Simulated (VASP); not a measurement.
Set up this calculation in VASP 6.6.1, as the native input.

| Quantity | Value |
| --- | --- |
| Task | single point |
| Functional | PBE |
| Potentials or basis | VASP PAW PBE potentials, release 64 (Ga_d, As) |
| Cutoff | 500 eV |
| k mesh | 4 × 4 × 4 |
| Occupations | gaussian, width 0.2 eV |
| Spin | no spin polarisation |
| Dipole correction | no |
| Further INCAR settings | ALGO = Normal; EDIFF = 1e-06; NBANDS = 34 |

The structure of Ga2As5 lies in POSCAR:

```
Ga2As5
1.0
   -3.1986785700      3.1986785700      4.8773492486
    3.1986785700     -3.1986785700      4.8773492486
    3.1986785700      3.1986785700     -4.8773492486
Ga As
2 5
Direct
    0.2210422111      0.2210422111      0.0000000000
    0.7789577889      0.7789577889      0.0000000000
    0.2025147731      0.2025147731      0.4050295462
    0.7974852269      0.7974852269      0.5949704538
    0.2025147731      0.7974852269      0.0000000000
    0.7974852269      0.2025147731      0.0000000000
    0.5000000000      0.5000000000      0.0000000000
```

The cell was built from a structure type or drawn by symmetry, and may not be a known phase.

The input as run:

INCAR

```
ALGO = Normal
EDIFF = 1E-6
ENCUT = 500
GGA = PE
GGA_COMPAT = F
ISIF = 2
ISMEAR = 0
LASPH = T
LCHARG = T
LELF = T
LREAL = F
LVHAR = T
LWAVE = F
NBANDS = 34
NELM = 120
PREC = Accurate
SIGMA = 0.2
```

KPOINTS

```
k-points
0
Gamma
  4 4 4
```

Potentials or basis: VASP PAW PBE potentials, release 64 (Ga_d, As).

The run is started by

```bash
$ cat potpaw_PBE.64/Ga_d/POTCAR potpaw_PBE.64/As/POTCAR > POTCAR
$ mpirun -np 1 vasp_std > vasp.out
```

It gave:

The pressure is 0.4 GPa. The largest force is 0.062 eV/Å and the band gap on the k mesh is zero (an odd number of electrons rules out a gap without spin polarisation).

Run time: 66 s on 1 thread of Intel(R) Xeon(R) 6975P-C (Granite Rapids), with other jobs on the host, peak memory 0.36 GiB.
